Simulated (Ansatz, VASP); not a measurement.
## MnO in VASP and in Ansatz

INCAR

```
PREC = Accurate ; ENCUT = 600
EDIFF = 1E-6 ; ISMEAR = 0
SIGMA = 0.05 ; LREAL = False
LASPH = True ; NELM = 200
ALGO = Normal ; ISIF = 2
LWAVE = False ; LCHARG = False
ISPIN = 2 ; MAGMOM = 0.5 0
LORBIT = 11 ; LMAXMIX = 4
LDAU = True ; LDAUTYPE = 2
LDAUL = 2 -1 ; LDAUU = 3.9 0
LDAUJ = 0 0 ; LDAUPRINT = 1
GGA = PE ; NBANDS = 22
GGA_COMPAT = False
```

Contents of KPOINTS:

```
regular mesh
0
Gamma
  12 12 12
```

POSCAR

```
MnO
1.0
    0.0000000000      2.2220003343      2.2220003343
    2.2220003343      0.0000000000      2.2220003343
    2.2220003343      2.2220003343      0.0000000000
Mn O
1 1
Direct
    0.0000000000      0.0000000000      0.0000000000
    0.5000000000      0.5000000000      0.5000000000
```

Input for Ansatz:

```yaml
crystal:
  lattice:
    - [0.0, 2.2220003343, 2.2220003343]
    - [2.2220003343, 0.0, 2.2220003343]
    - [2.2220003343, 2.2220003343, 0.0]
  atoms:
    - { symbol: Mn, position: [0.0, 0.0, 0.0], spin: 0.5 }
    - { symbol: O, position: [0.5, 0.5, 0.5] }
basis:
  ecutwfc: 420
  ecutrho_ratio: 4
kpoints:
  mp_grid: { grid: [12, 12, 12] }
hamiltonian:
  xc: pbe
  hubbard: { sites: [{ species: Mn, l: d, u_eff: 3.9 }] }
scf:
  occupations: { method: gaussian, width: 0.05 }
  lower_state_search: "off"
output:
  forces: true
  stress: true
  eigenvalues: true
  populations: true
  hubbard: { sites: [{ species: Mn, l: d }] }
magnetization:
  spin_polarized: true
checkpoint:
  read: start.run
  write: ck
  compress: false
  write_wavefunctions: false
  write_every: 100000
```

Alike in both runs: task single point; functional PBE; k mesh 12 × 12 × 12; occupations gaussian, width 0.05 eV; collinear spin; Hubbard terms Mn d U = 3.9 eV.

|  | VASP | Ansatz |
| --- | --- | --- |
| version | VASP 6.6.1 | Ansatz 0.2.0 |
| potentials or method | VASP PAW PBE potentials, release 64 (Mn_sv, O), cutoff 600 eV | scalar-relativistic, plane waves, PAW |
| valence electrons in the cell | 21 | 21 |

Ansatz gave:

| Item | Value |
| --- | --- |
| gap on the k mesh at the Fermi level (eV) | 0.13 |
| least direct gap on the mesh (eV) | 2.59 |
| pressure (GPa) | 9.6 |
| net moment per atom (μB) | 2.50 |
| size of the moment on the site where the two differ most (μB) | 4.28 |

What did VASP give for the same quantities?

gap on the k mesh at the Fermi level (eV): 0.16; least direct gap on the mesh (eV): 2.73; pressure (GPa): 5.2; net moment per atom (μB): 2.50; size of the moment on the site where the two differ most (μB): 4.49.

Site moments also hang on the region over which each program counts them. The programs project onto different local orbitals, so the same U acts differently, and such runs can settle in different states. Ansatz's warnings: stability check not made.
